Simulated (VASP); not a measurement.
# Hf: relaxation of cell and atoms with PBE

The system is Hf.

```
Hf
1.0
     0.00000    3.21951    3.21951
     3.21951    0.00000    3.21951
     3.21951    3.21951    0.00000
Hf
2
Direct
  0.00000 0.00000 0.00000
  0.25000 0.25000 0.25000
```

```
Program                : VASP 6.6.1
Task                   : relaxation of cell and atoms
Functional             : PBE
Potentials or basis    : VASP PAW PBE potentials, release 64 (Hf_pv)
Cutoff                 : 600 eV
k mesh                 : 10 × 10 × 10
Occupations            : fermi-dirac, width 0.03 eV
Spin                   : no spin polarisation
Dipole correction      : no
Further INCAR settings : ALGO = Normal; EDIFF = 1e-06; IBRION = 2; EDIFFG = -0.005; NSW = 100; ISIF = 3
```

- Relaxed volume: 34.71 Å³/atom
- Relaxed cell: a = 4.613 Å, b = 4.613 Å, c = 4.613 Å, α = 60.00°, β = 60.00°, γ = 60.00°
- Space group after relaxing (to 0.05 Å): Fd-3m (No. 227)
- Energy gained by relaxing: 5.2 meV/atom
- Ionic steps: 3
- Pressure after relaxing: 0.0 GPa
- Band gap on the k mesh: zero (band 10 reaches 1.93 eV, above the bottom of band 11 at 1.24 eV)

Step by step:
```tsv
step	energy change (eV)	largest force (eV/Å)	pressure (GPa)	volume (Å³)
1	0.0000	0.0000	1.27	66.74
2	-0.0103	0.0000	0.04	69.34
3	-0.0103	0.0000	0.00	69.42
```

Final structure:
```
Hf
1.0
     0.00000    3.26204    3.26204
     3.26204    0.00000    3.26204
     3.26204    3.26204    0.00000
Hf
2
Direct
  0.00000 0.00000 0.00000
  0.25000 0.25000 0.25000
```

Levels at points of the mesh, in eV from the Fermi level:
| k point | band 6 | band 7 | band 8 | band 9 | band 10 | band 11 | band 12 | band 13 | band 14 |
| --- | --- | --- | --- | --- | --- | --- | --- | --- | --- |
| (0.00, 0.00, 0.00) | -30.39 | -5.09 | -0.29 | -0.29 | 0.17 | 0.17 | 0.17 | 2.09 | 2.09 |
| (0.50, 0.00, 0.00) | -30.32 | -2.98 | -0.83 | -0.25 | -0.25 | -0.03 | 0.23 | 0.23 | 3.09 |
| (0.50, 0.50, 0.00) | -30.26 | -1.25 | -1.25 | -1.17 | -1.17 | 0.36 | 0.36 | 2.14 | 2.14 |

Run time: 88 s on 1 thread of Intel(R) Xeon(R) Platinum 8259CL CPU @ 2.50GHz (Skylake/Cascade Lake), with other jobs on the host, peak memory 0.24 GiB.

Caveat: spin-orbit coupling is left out, which moves the levels of the heavy elements.
